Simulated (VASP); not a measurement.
A run of VASP 6.6.1 is set up as follows.

INCAR

```
PREC = Accurate ; ENCUT = 520
EDIFF = 1E-7 ; ISMEAR = 1
SIGMA = 0.1 ; LREAL = F
LASPH = T ; NELM = 80
ALGO = Normal ; ISIF = 2
LWAVE = F ; LCHARG = F
GGA = CA ; NBANDS = 28
```

Contents of KPOINTS:

```
Automatic mesh
0
Gamma
  5 5 5
```

Contents of POSCAR:

```
NaMg3O4
1.0
    4.3537536500      0.0000000000      0.0000000000
    0.0000000000      4.3537536500      0.0000000000
    0.0000000000      0.0000000000      4.3537536500
Na Mg O
1 3 4
Direct
    0.0000000000      0.0000000000      0.0000000000
    0.0000000000      0.5000000000      0.5000000000
    0.5000000000      0.0000000000      0.5000000000
    0.5000000000      0.5000000000      0.0000000000
    0.5000000000      0.0000000000      0.0000000000
    0.5000000000      0.5000000000      0.5000000000
    0.0000000000      0.0000000000      0.5000000000
    0.0000000000      0.5000000000      0.0000000000
```

Potentials or basis: VASP PAW LDA potentials, release 64 (Na_pv, Mg, O).

Launch:

```console
$ cat potpaw_LDA.64/Na_pv/POTCAR potpaw_LDA.64/Mg/POTCAR potpaw_LDA.64/O/POTCAR > POTCAR
$ mpirun -np 1 vasp_std > vasp.out
```

**Question.** Estimate the pressure.

**Answer.** -11.2 GPa.

Caveat: an odd number of electrons without spin polarisation forces a metal; a magnetic or distorted state may lie lower.
